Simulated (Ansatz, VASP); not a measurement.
Two plane-wave programs on Li

```
Li
1.0
     0.00000    2.20200    2.20200
     2.20200    0.00000    2.20200
     2.20200    2.20200    0.00000
Li
1
Direct
  0.00000 0.00000 0.00000
```

Alike in both runs: task relaxation of cell and atoms; functional PBEsol; k mesh 24 × 24 × 24; occupations fermi-dirac, width 0.05 eV; no spin polarisation.

```csv
,VASP,Ansatz
version,VASP 6.6.1,Ansatz 0.2.0
potentials or method,"VASP PAW PBE potentials, release 64 (Li_sv)","PAW with Ansatz's default frozen-core files, scalar-relativistic"
plane-wave cutoff (eV),600,420
valence electrons in the cell,3,3
```

|  | VASP | Ansatz | Ansatz less VASP |
| --- | --- | --- | --- |
| relaxed volume (Å³/atom) | 19.95 | 20.15 | +0.203 |
| relaxed length of the cell vector where the two differ most in proportion (Å) | 3.044 | 3.054 | +0.0103 |

VASP's potentials were made for PBE, not for PBEsol.

Noted on VASP's run: the cutoff is under 1.25 times that of the potentials, so the pressure is a little rough.
